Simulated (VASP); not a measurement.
Set up this calculation in VASP 6.6.1, as the native input.

```
Task                   : single point
Functional             : r2SCAN
Potentials or basis    : VASP PAW PBE potentials, release 64 (Ti_sv, O)
Cutoff                 : 520 eV
k mesh                 : 6 × 6 × 4
Occupations            : gaussian, width 0.05 eV
Spin                   : no spin polarisation
Dipole correction      : no
Further INCAR settings : ALGO = Normal; EDIFF = 1e-07; NBANDS = 60
```

Crystal: TiO2.

```xyz
12
Lattice="2.6711 -2.6712 -0.0199 2.6712 2.6712 -0.0200 0.0724 -0.0002 9.5887" Properties=species:S:1:pos:R:3 pbc="T T T"
Ti    4.6835   -0.6677    1.1637
Ti    2.0488   -0.6680    5.9780
Ti    3.3659    0.6679    3.5708
Ti    0.7311    0.6677    8.3852
O     2.0274    2.0036    3.1703
O     2.0638   -0.6678    7.9647
O     3.3509    0.6678    1.5840
O     3.3873   -2.0037    6.3784
O     2.0334   -0.6676    3.9912
O     2.0699    2.0033    8.7855
O     3.3449   -2.0034    0.7632
O     3.3813    0.6675    5.5575
```

The input as run:

POSCAR

```
TiO2
1.0
    2.6710983438     -2.6711726793     -0.0199122370
    2.6711615452      2.6712365960     -0.0200072598
    0.0724223196     -0.0001696112      9.5886729254
Ti O
4 8
Direct
    0.9999970247      0.7500062494      0.1249997403
    0.5000599721      0.2500050479      0.6249993862
    0.4999386188      0.7499843116      0.3750058749
   -0.0000109722      0.2500007766      0.8750078692
   -0.0000490160      0.7500366176      0.3321936812
    0.5000141801      0.2500442147      0.8321935826
    0.4999839838      0.7499633288      0.1678018034
    1.0000422362      0.2499605265      0.6678041580
    0.4999133959      0.2500040395      0.4178030890
    0.0000138386      0.7500132786      0.9178049940
    1.0000105922      0.2499949423      0.0821942386
    0.5000861458      0.7499866666      0.5821915828
```

INCAR.step1

```
PREC     = Accurate       # precision mode
ENCUT    = 520            # plane-wave cutoff, eV
ISMEAR   = 0              # smearing method
SIGMA    = 0.05           # smearing width, eV
LREAL    = F              # projectors in reciprocal space
LASPH    = T              # aspherical terms in the spheres
NELM     = 60             # most SCF steps
NBANDS   = 60             # bands
GGA      = PE             # functional
ALGO     = Normal         # electronic algorithm
EDIFF    = 1E-4           # SCF threshold, eV
LWAVE    = T              # write WAVECAR
LCHARG   = F              # write CHGCAR
```

INCAR.step2

```
PREC     = Accurate       # precision mode
ENCUT    = 520            # plane-wave cutoff, eV
EDIFF    = 1E-7           # SCF threshold, eV
ISMEAR   = 0              # smearing method
SIGMA    = 0.05           # smearing width, eV
LREAL    = F              # projectors in reciprocal space
LASPH    = T              # aspherical terms in the spheres
NELM     = 60             # most SCF steps
ALGO     = Normal         # electronic algorithm
ISIF     = 2              # what is computed and relaxed
LWAVE    = F              # write WAVECAR
LCHARG   = F              # write CHGCAR
METAGGA  = R2SCAN         # meta-GGA
LMIXTAU  = T            
NBANDS   = 60             # bands
ISTART   = 1
```

KPOINTS

```
regular mesh
0
Gamma
  6 6 4
```

Potentials or basis: VASP PAW PBE potentials, release 64 (Ti_sv, O).

Command:

```console
$ cat potpaw_PBE.64/Ti_sv/POTCAR potpaw_PBE.64/O/POTCAR > POTCAR
$ cp INCAR.step1 INCAR
$ mpirun -np 1 vasp_std > vasp.out
$ cp INCAR.step2 INCAR
$ mpirun -np 1 vasp_std > vasp.out
```

Results of the run:

```json
{
  "Pressure": "1.1 GPa",
  "Largest force": "0.034 eV/Å",
  "Band gap on the k mesh": "2.60 eV"
}
```

Caveat: the PAW data sets were made with another functional, which shifts forces and pressure a little.

Wall time 81 min on 1 thread of Oxide Virtual Turin-like Processor, with other jobs on the host, peak memory 0.51 GiB.
